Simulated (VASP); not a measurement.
A run of VASP 6.6.1 is set up as follows.

File INCAR:

```
PREC = Accurate
ENCUT = 450
EDIFF = 1E-7
ISMEAR = 0
SIGMA = 0.1
LREAL = False
LASPH = True
NELM = 120
ALGO = Normal
ISIF = 2
LWAVE = False
LCHARG = False
GGA = PE
IVDW = 12
IBRION = 2
NSW = 60
EDIFFG = -0.008
GGA_COMPAT = False
NELMIN = 4
```

The input KPOINTS:

```
Automatic mesh
0
Gamma
  12 12 8
```

Contents of POSCAR:

```
Te2Pt
1.0
    4.2965418886      0.0000000000      0.0000000000
   -2.1482709443      3.7209144240      0.0000000000
    0.0000000000      0.0000000000      5.3964206118
Te Pt
2 1
Direct
    0.3333333333      0.6666666667      0.2478512574
    0.6666666667      0.3333333333      0.7521487426
    0.0000000000      0.0000000000      0.0000000000
```

Potentials or basis: VASP PAW PBE potentials, release 64 (Te, Pt).

Launch:

```sh
$ cat potpaw_PBE.64/Te/POTCAR potpaw_PBE.64/Pt/POTCAR > POTCAR
$ mpirun -np 1 vasp_std > vasp.out
```

Question: Estimate the energy gained by relaxing.

Answer: 8.4 meV/atom.

Question: Predict the dispersion energy per atom.

Answer: -0.471 eV.

Step by step:
```
step  energy change (eV)  largest force (eV/Å)  pressure (GPa)
   1              0.0000                0.4349           -9.97
   2             -0.0150                0.2773           -9.41
   3             -0.0250                0.0190           -8.44
   4             -0.0251                0.0001           -8.36
```

Caveat: the cell differs from its parent crystal (equal strain along all axes, cell held: +6.0 %).
